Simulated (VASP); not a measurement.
# Ge4IrW (P6/mmm) in VASP: further runs

The runs below take Ge4IrW through single point, with PBE.

All numbers are computed with VASP 6.6.1; they aren't measurements. Logs are shortened: lines on timing, memory, paths and dates and some standing lists are left out, and cuts for length are marked.

## Step 1: The cell of the first run

The structure is hexagonal, space group P6/mmm (No. 191). Conventional cell: a = 3.654 Å, b = 3.654 Å, c = 7.941 Å, α = 90.00°, β = 90.00°, γ = 120.00°. Within 3.0 Å of Ge (site symmetry 3m) lie 3 Ge at 2.11 Å and 3 Ir at 2.87 Å and 3 W at 2.93 Å. Within 3.8 Å of Ir (site symmetry 6/mmm) lie 12 Ge at 2.87 Å and 6 Ir at 3.65 Å. Within 4.0 Å of W (site symmetry 6/mmm) lie 12 Ge at 2.93 Å and 6 W at 3.65 Å and 2 Ir at 3.97 Å.

The cell was generated, and may not be a known phase.

## Step 2: Single point, PBE

File INCAR:

```
ALGO = Normal ; EDIFF = 1E-6
ENCUT = 520 ; GGA = PE
ISIF = 2 ; ISMEAR = 0
LASPH = True ; LCHARG = False
LREAL = False ; LWAVE = False
NBANDS = 48 ; NELM = 60
PREC = Accurate ; SIGMA = 0.1
```

File KPOINTS:

```
k-points
0
Gamma
  6 6 2
```

File POSCAR:

```
Ge4IrW
1.0
    3.6540607400      0.0000000000      0.0000000000
   -1.8270303700      3.1645094300      0.0000000000
    0.0000000000      0.0000000000      7.9412215600
Ge Ir W
4 1 1
Direct
    0.3333333300      0.6666666700      0.7444408500
    0.3333333300      0.6666666700      0.2555591500
    0.6666666700      0.3333333300      0.7444408500
    0.6666666700      0.3333333300      0.2555591500
    0.0000000000      0.0000000000      0.5000000000
    0.0000000000      0.0000000000      0.0000000000
```

Potentials or basis: VASP PAW PBE potentials, release 64 (Ge_d, Ir, W_sv).

On the command line:

```bash
$ cat potpaw_PBE.64/Ge_d/POTCAR potpaw_PBE.64/Ir/POTCAR potpaw_PBE.64/W_sv/POTCAR > POTCAR
$ mpirun -np 1 vasp_std > vasp.out
```

OUTCAR:

```text
EDIFF = 1E-6
   ENCUT = 520
   GGA = PE
   ISIF = 2
   ISMEAR = 0
   LASPH = True
   LREAL = False
   NELM = 60
   PREC = Accurate

 ion  position               nearest neighbor table
   1  0.333  0.667  0.744-   3 2.11   3 2.11   3 2.11   5 2.87   5 2.87   5 2.87   6 2.93   6 2.93
                             6 2.93
   2  0.333  0.667  0.256-   4 2.11   4 2.11   4 2.11   5 2.87   5 2.87   5 2.87   6 2.93   6 2.93
                             6 2.93
   3  0.667  0.333  0.744-   1 2.11   1 2.11   1 2.11   5 2.87   5 2.87   5 2.87   6 2.93   6 2.93
                             6 2.93
   4  0.667  0.333  0.256-   2 2.11   2 2.11   2 2.11   5 2.87   5 2.87   5 2.87   6 2.93   6 2.93
                             6 2.93
   5  0.000  0.000  0.500-   1 2.87   2 2.87   3 2.87   4 2.87   3 2.87   4 2.87   1 2.87   2 2.87
                             3 2.87   4 2.87   1 2.87   2 2.87
   6  0.000  0.000  0.000-   1 2.93   2 2.93   3 2.93   4 2.93   3 2.93   4 2.93   1 2.93   2 2.93
                             3 2.93   4 2.93   1 2.93   2 2.93

  LATTYP: Found a hexagonal cell.
 ALAT       =     3.6540607400
 C/A-ratio  =     2.1732593203

  Lattice vectors:

 A1 = (   3.6540607400,   0.0000000000,   0.0000000000)
 A2 = (  -1.8270303700,   3.1645094300,   0.0000000000)
 A3 = (   0.0000000000,   0.0000000000,   7.9412215600)

Analysis of symmetry for initial positions (statically):
=====================================================================
 Subroutine PRICEL returns:
 Original cell was already a primitive cell.

 Routine SETGRP: Setting up the symmetry group for a
 hexagonal supercell.

 Subroutine GETGRP returns: Found 24 space group operations
 (whereof 24 operations were pure point group operations)
 out of a pool of 24 trial point group operations.

The static configuration has the point symmetry D_6h.

Analysis of symmetry for dynamics (positions and initial velocities):
=====================================================================
 Subroutine PRICEL returns:
 Original cell was already a primitive cell.

 Routine SETGRP: Setting up the symmetry group for a
 hexagonal supercell.

 Subroutine GETGRP returns: Found 24 space group operations
 (whereof 24 operations were pure point group operations)
 out of a pool of 24 trial point group operations.

The dynamic configuration has the point symmetry D_6h.

 Subroutine INISYM returns: Found 24 space group operations
 (whereof 24 operations are pure point group operations),
 and found     1 'primitive' translations

----------------------------------------------------------------------------------------

                                     Primitive cell

  volume of cell :      91.8268

  direct lattice vectors                    reciprocal lattice vectors
     3.654060740  0.000000000  0.000000000     0.273668138  0.158002373  0.000000000
    -1.827030370  3.164509430  0.000000000     0.000000000  0.316004746  0.000000000
     0.000000000  0.000000000  7.941221560     0.000000000  0.000000000  0.125925211

  length of vectors
     3.654060740  3.654060742  7.941221560     0.316004747  0.316004746  0.125925211

  position of ions in fractional coordinates (direct lattice)
     0.333333330  0.666666670  0.744440850
     0.333333330  0.666666670  0.255559150
     0.666666670  0.333333330  0.744440850
     0.666666670  0.333333330  0.255559150
     0.000000000  0.000000000  0.500000000
     0.000000000  0.000000000  0.000000000

  ion indices of the primitive-cell ions
   primitive index   ion index
                 1           1
                 2           2
                 3           3
                 4           4
                 5           5
                 6           6

----------------------------------------------------------------------------------------

 KPOINTS: k-points

Automatic generation of k-mesh.
 Grid dimensions read from file:
 generate k-points for:    6    6    2

 Generating k-lattice:

  Cartesian coordinates                     Fractional coordinates (reciprocal lattice)
     0.045611356  0.026333729  0.000000000     0.166666667 -0.000000000  0.000000000
     0.000000000  0.052667458  0.000000000     0.000000000  0.166666667  0.000000000
     0.000000000  0.000000000  0.062962605     0.000000000  0.000000000  0.500000000

  Length of vectors
     0.052667458  0.052667458  0.062962605

  Shift w.r.t. Gamma in fractional coordinates (k-lattice)
     0.000000000  0.000000000  0.000000000

 Subroutine IBZKPT returns following result:
 ===========================================

 Found     14 irreducible k-points:

 Following reciprocal coordinates:
            Coordinates               Weight
  0.000000  0.000000  0.000000      1.000000
  0.166667  0.000000  0.000000      6.000000
  0.333333  0.000000  0.000000      6.000000
  0.500000  0.000000  0.000000      3.000000
  0.166667  0.166667  0.000000      6.000000
  0.333333  0.166667  0.000000     12.000000
  0.333333  0.333333  0.000000      2.000000
  0.000000  0.000000  0.500000      1.000000
  0.166667  0.000000  0.500000      6.000000
  0.333333  0.000000  0.500000      6.000000
  0.500000  0.000000  0.500000      3.000000
  0.166667  0.166667  0.500000      6.000000
  0.333333  0.166667  0.500000     12.000000
  0.333333  0.333333  0.500000      2.000000
   k-points           NKPTS =     14   k-points in BZ     NKDIM =     14   number of bands    NBANDS=     48
   number of dos      NEDOS =    301   number of ions     NIONS =      6
   total plane-waves  NPLWV =  47040
   dimension x,y,z NGX =    28 NGY =   28 NGZ =   60
   dimension x,y,z NGXF=    56 NGYF=   56 NGZF=  120
   ions per type =               4   1   1
   NGX,Y,Z   is equivalent  to a cutoff of  12.74, 12.74, 12.56 a.u.
   NGXF,Y,Z  is equivalent  to a cutoff of  25.48, 25.48, 25.12 a.u.
 SYSTEM =  unknown system
   PREC   = accura    normal or accurate (medium, high low for compatibility)
   ISTART =      0    job   : 0-new  1-cont  2-samecut
   ICHARG =      2    charge: 1-file 2-atom 10-const
   ISPIN  =      1    spin polarized calculation?
   LNONCOLLINEAR =      F non collinear calculations
   LSORBIT =      F    spin-orbit coupling
   LASPH  =      T    aspherical Exc in radial PAW
   ENCUT  =  520.0 eV  38.22 Ry    6.18 a.u.   6.79  6.79 14.77*2*pi/ulx,y,z
   NELM   =     60;   NELMIN=  2; NELMDL= -5     # of ELM steps
   EDIFF  = 0.1E-05   stopping-criterion for ELM
   LREAL  =      F    real-space projection
[... 7 lines left out ...]
   TEBEG  =    0.0;   TEEND  =   0.0 temperature during run
   PSTRESS=    0.0 pullay stress
   NELECT =      79.0000    total number of electrons
   NUPDOWN=      -1.0000    fix difference up-down
   EMIN   =  10.00;   EMAX   =-10.00  energy-range for DOS
   EFERMI =   0.00;   METHOD = LEGACY
   ISMEAR =     0;   SIGMA  =   0.10  broadening in eV -4-tet -1-fermi 0-gaus
   EFERMI_NEDOS =   21; number of points for ismear=-14 and -15
   IALGO  =     38    algorithm
   IMIX   =      4    mixing-type and parameters
     AMIX     =   0.40;   BMIX     =  1.00
     AMIX_MAG =   1.60;   BMIX_MAG =  1.00
  volume/ion in A,a.u.               =      15.30       103.28
  Fermi-wavevector in a.u.,A,eV,Ry     =   1.557019  2.942340 32.984734  2.424310
  Thomas-Fermi vector in A             =   2.660731
   LORBIT       =      0    0 simple, 1 ext, 2 COOP (PROOUT), +10 PAW based schemes
   GGA     = PE    functional components
   LHFCALC =     F    Hartree Fock is set to
   AEXX    =    0.0000 exact exchange contribution
   IVDW    =     0    specifies the selected vdW correction
   LEPSILON=     F    determine dielectric tensor
   LRPA    =     F    only Hartree local field effects (RPA)
 non-spin polarized calculation
 Gauss-broadening in eV      SIGMA  =   0.10
  energy-cutoff  :      520.00
  volume of cell :       91.83
 maximum number of plane-waves:      2492
 NGX is ok and might be reduce to    28
   NGX = 13   NGY = 13   NGZ = 29

 number of electron      79.0000014 magnetization

 Free energy of the ion-electron system (eV)
  ---------------------------------------------------
  ext. energy  EPLUGINS =         0.00000000
  ---------------------------------------------------
  free energy    TOTEN  =       -28.11865424 eV

  energy without entropy =      -28.07494236  energy(sigma->0) =      -28.09679830

 E-fermi :   9.7638     XC(G=0): -12.6990

 val. band max:        9.7476232443   @ k =   0.3333   0.0000   0.5000
 cond. band min:       9.7860494068   @ k =   0.1667   0.0000   0.0000
 fundamental gap:      0.0384261625
 Fermi energy:         9.7637596804

 k-point     1 :       0.0000    0.0000    0.0000
  band No.  band energies     occupation
      1     -64.6092      2.00000
      2     -28.8533      2.00000
      3     -28.8533      2.00000
      4     -28.7035      2.00000
      5     -16.2051      2.00000
      6     -16.1992      2.00000
[... 40 lines left out ...]
     47      11.8979      0.00000
     48      14.2708      0.00000

 k-point     2 :       0.1667    0.0000    0.0000
  band No.  band energies     occupation
      1     -64.6087      2.00000
      2     -28.8699      2.00000
      3     -28.8575      2.00000
      4     -28.7009      2.00000
      5     -16.2571      2.00000
      6     -16.2560      2.00000
[... 40 lines left out ...]
     47      14.4958      0.00000
     48      14.5646      0.00000

 k-point     3 :       0.3333    0.0000    0.0000
  band No.  band energies     occupation
      1     -64.6078      2.00000
      2     -28.9028      2.00000
      3     -28.8658      2.00000
      4     -28.6957      2.00000
      5     -16.3785      2.00000
      6     -16.3773      2.00000
[... 40 lines left out ...]
     47      14.2655      0.00000
     48      15.7810      0.00000

 k-point     4 :       0.5000    0.0000    0.0000
  band No.  band energies     occupation
      1     -64.6073      2.00000
      2     -28.9192      2.00000
      3     -28.8700      2.00000
      4     -28.6931      2.00000
      5     -16.4280      2.00000
      6     -16.4259      2.00000
[... 448 lines left out ...]
     47      14.6608      0.00000
     48      14.8449      0.00000

 k-point    13 :       0.3333    0.1667    0.5000
  band No.  band energies     occupation
      1     -64.6073      2.00000
      2     -28.9109      2.00000
      3     -28.8783      2.00000
      4     -28.6931      2.00000
      5     -16.4958      2.00000
      6     -16.4954      2.00000
[... 40 lines left out ...]
     47      14.1140      0.00000
     48      14.2662      0.00000

 k-point    14 :       0.3333    0.3333    0.5000
  band No.  band energies     occupation
      1     -64.6071      2.00000
      2     -28.8998      2.00000
      3     -28.8998      2.00000
      4     -28.6918      2.00000
      5     -16.5470      2.00000
      6     -16.5464      2.00000
[... 40 lines left out ...]
     47      16.4847      0.00000
     48      16.4848      0.00000

------------------------ aborting loop because EDIFF is reached ----------------------------------------

  FORCE on cell =-STRESS in cart. coord.  units (eV):
  Direction    XX          YY          ZZ          XY          YZ          ZX
  --------------------------------------------------------------------------------------
  -------------------------------------------------------------------------------------
  Total       31.6954189     31.6954189     -0.3331443      0.0000000      0.0000000      0.0000000
  in kB      553.0158880    553.0158888     -5.8126404      0.0000000      0.0000000      0.0000000
  external PRESSURE =     366.7397121 kB  Pullay stress =       0.0000000 kB

 VOLUME and BASIS-vectors are now :
 -----------------------------------------------------------------------------
  energy-cutoff  :      520.00
  volume of cell :       91.83
      direct lattice vectors                 reciprocal lattice vectors
     3.654060740  0.000000000  0.000000000     0.273668138  0.158002373  0.000000000
    -1.827030370  3.164509430  0.000000000     0.000000000  0.316004746  0.000000000
     0.000000000  0.000000000  7.941221560     0.000000000  0.000000000  0.125925211

 POSITION                                       TOTAL-FORCE (eV/Angst)
 -----------------------------------------------------------------------------------
     -0.00000      2.10967      5.91177        -0.000000     -0.000000     -0.137524
     -0.00000      2.10967      2.02945        -0.000000      0.000000      0.137524
      1.82703      1.05484      5.91177         0.000000     -0.000000     -0.137524
      1.82703      1.05484      2.02945         0.000000      0.000000      0.137524
      0.00000      0.00000      3.97061         0.000000      0.000000      0.000000
      0.00000      0.00000      0.00000         0.000000      0.000000      0.000000
 -----------------------------------------------------------------------------------
    total drift:                                0.000000      0.000000      0.000000

  FREE ENERGIE OF THE ION-ELECTRON SYSTEM (eV)
  ---------------------------------------------------
  free  energy   TOTEN  =       -28.1186542444 eV

  energy  without entropy=      -28.0749423608  energy(sigma->0) =      -28.09679830
```

It took 1.9 min on 1 thread of Intel Xeon 8259CL, shared host; peak memory 0.24 GiB.

Results:

```yaml
Free_energy: -28.1187 eV
Pressure: 36.7 GPa
Largest_force: 0.138 eV/Å
Band_gap_on_the_k_mesh: zero (an odd number of electrons rules out a gap without spin polarisation)
```

Forces in eV/Å, atoms in the order of the input:
```
Ge   0.000  0.000 -0.138
Ge   0.000  0.000  0.138
Ge   0.000  0.000 -0.138
Ge   0.000  0.000  0.138
Ir   0.000  0.000  0.000
W    0.000  0.000  0.000
```

Caveat: the k points lie up to 0.40 Å⁻¹ apart, too coarse for converged energies and pressures of a metal; spin-orbit coupling is left out, which moves the levels of the heavy elements.

## Step 3: Single point, PBE

This run uses another cell than the first one, of 16.70 Å³/atom.

File INCAR:

```
PREC = Accurate ; ENCUT = 520
EDIFF = 1E-6 ; ISMEAR = 0
SIGMA = 0.1 ; LREAL = F
LASPH = T ; NELM = 60
ALGO = Normal ; ISIF = 2
LWAVE = F ; LCHARG = T
GGA = PE ; LELF = T
LVHAR = T ; NBANDS = 48
```

File KPOINTS:

```
Automatic mesh
0
Gamma
  6 6 4
```

File POSCAR:

```
Ge4IrW
1.0
    4.6970246937      0.0000000000      0.0000000000
   -2.3485123469      4.0677427070      0.0000000000
    0.0000000000      0.0000000000      5.2434455763
Ge Ir W
4 1 1
Direct
    0.3333333333      0.6666666667      0.7494090277
    0.3333333333      0.6666666667      0.2505909723
    0.6666666667      0.3333333333      0.7494090277
    0.6666666667      0.3333333333      0.2505909723
    0.0000000000      0.0000000000      0.5000000000
    0.0000000000      0.0000000000      0.0000000000
```

Potentials or basis: VASP PAW PBE potentials, release 64 (Ge_d, Ir, W_sv).

On the command line:

```bash
$ cat potpaw_PBE.64/Ge_d/POTCAR potpaw_PBE.64/Ir/POTCAR potpaw_PBE.64/W_sv/POTCAR > POTCAR
$ mpirun -np 1 vasp_std > vasp.out
```

Run time: 2.7 min. Hardware: 1 thread of Intel Xeon 8259CL, shared host; peak memory 0.27 GiB.

The run converged. Its results:

| Quantity | Value |
| --- | --- |
| Free energy | -36.4144 eV |
| Pressure | 0.2 GPa |
| Largest force | 0.015 eV/Å |
| Band gap on the k mesh | zero (an odd number of electrons rules out a gap without spin polarisation) |

Forces on the atoms (eV/Å):
```
Ge   0.000  0.000 -0.015
Ge   0.000  0.000  0.015
Ge   0.000  0.000 -0.015
Ge   0.000  0.000  0.015
Ir   0.000  0.000  0.000
W    0.000  0.000  0.000
```

Stress tensor (GPa, compression positive):
```
0.12 0.00 0.00
0.00 0.12 0.00
0.00 0.00 0.37
```

Levels at points of the mesh, in eV from the Fermi level:
| k point | band 38 | band 39 | band 40 | band 41 | band 42 | band 43 |
| --- | --- | --- | --- | --- | --- | --- |
| (0.00, 0.00, 0.00) | -1.20 | -1.20 | -0.61 | -0.61 | 1.02 | 1.02 |
| (0.50, 0.00, 0.00) | -0.65 | -0.16 | 0.17 | 0.42 | 1.25 | 2.08 |
| (0.00, 0.00, 0.50) | -2.43 | -0.24 | 0.54 | 0.75 | 0.75 | 2.23 |
| (0.50, 0.00, 0.50) | -1.15 | -1.02 | -0.82 | 0.66 | 0.86 | 1.95 |

Caveat: spin-orbit coupling is left out, which moves the levels of the heavy elements.

## Step 4: Single point, PBE

This run uses another cell than the first one, of 16.60 Å³/atom.

File INCAR:

```
PREC = Accurate
ENCUT = 520
EDIFF = 1E-7
ISMEAR = 0
SIGMA = 0.1
LREAL = False
LASPH = True
NELM = 80
ALGO = Normal
ISIF = 2
LWAVE = False
LCHARG = True
GGA = PE
LELF = True
LVHAR = True
NBANDS = 48
```

File KPOINTS:

```
regular mesh
0
Gamma
  6 6 2
```

File POSCAR:

```
Ge4IrW
1.0
    4.7270708327      0.0000000000      0.0000000000
   -2.3635354164      4.0937634266      0.0000000000
    0.0000000000      0.0000000000      5.1465023568
Ge Ir W
4 1 1
Direct
    0.3333333333      0.6666666667      0.7507527501
    0.3333333333      0.6666666667      0.2492472499
    0.6666666667      0.3333333333      0.7507527501
    0.6666666667      0.3333333333      0.2492472499
    0.0000000000      0.0000000000      0.5000000000
    0.0000000000      0.0000000000      0.0000000000
```

On the command line:

```bash
$ cat potpaw_PBE.64/Ge_d/POTCAR potpaw_PBE.64/Ir/POTCAR potpaw_PBE.64/W_sv/POTCAR > POTCAR
$ mpirun -np 1 vasp_std > vasp.out
```

Run time: 2 min. Hardware: 1 thread of Intel Xeon 8259CL, shared host; peak memory 0.25 GiB.

It converged, with:

```yaml
Free_energy: -36.5555 eV
Pressure: 0.3 GPa
Largest_force: 0.005 eV/Å
Band_gap_on_the_k_mesh: zero (an odd number of electrons rules out a gap without spin polarisation)
```

Forces on the atoms (eV/Å):
```
Ge   0.000  0.000  0.005
Ge   0.000  0.000 -0.005
Ge   0.000  0.000  0.005
Ge   0.000  0.000 -0.005
Ir   0.000  0.000  0.000
W    0.000  0.000  0.000
```

Stress tensor (GPa, compression positive):
```
0.16 0.00 0.00
0.00 0.16 0.00
0.00 0.00 0.45
```

Levels at points of the mesh, in eV from the Fermi level:
```
           k point  band 37  band 38  band 39  band 40  band 41  band 42  band 43  band 44
(0.00, 0.00, 0.00)    -1.60    -1.29    -1.29    -0.49    -0.49     1.19     1.47     1.47
(0.50, 0.00, 0.00)    -1.13    -0.50    -0.16     0.38     0.64     1.76     2.07     2.20
(0.00, 0.00, 0.50)    -2.43    -2.04     0.10     0.78     0.78     0.91     2.16     2.19
(0.50, 0.00, 0.50)    -1.06    -1.02    -0.85    -0.80     0.90     1.09     2.12     2.42
```

Caveat: the k points lie up to 0.61 Å⁻¹ apart, too coarse for converged energies and pressures of a metal; spin-orbit coupling is left out, which moves the levels of the heavy elements.

## Step 5: Summary

| cell | k mesh | gap on the mesh (eV) | pressure (GPa) | largest force (eV/Å) |
| --- | --- | --- | --- | --- |
| a = 3.654, b = 3.654, c = 7.941 Å, angles 90.0, 90.0, 120.0°, 6 atoms, atomic positions A | 6 × 6 × 2 | none | 36.7 | 0.14 |
| a = 4.697, b = 4.697, c = 5.243 Å, angles 90.0, 90.0, 120.0°, 6 atoms, atomic positions B | 6 × 6 × 4 | none | 0.2 | 0.01 |
| a = 4.727, b = 4.727, c = 5.147 Å, angles 90.0, 90.0, 120.0°, 6 atoms, atomic positions C | 6 × 6 × 2 | none | 0.3 | - |

Alike in all rows: task single point; level PBE; potentials or basis VASP PAW PBE potentials, release 64 (Ge_d, Ir, W_sv); no spin polarisation; cutoff (eV) 520; smearing gaussian 0.1 eV.

Caveats: some runs use coarse meshes; spin-orbit coupling is left out, which moves the levels of the heavy elements.

Absolute energies hang on the potentials; compare differences alone.

The gap in the log of VASP goes by the Fermi energy; the results here count the filled bands.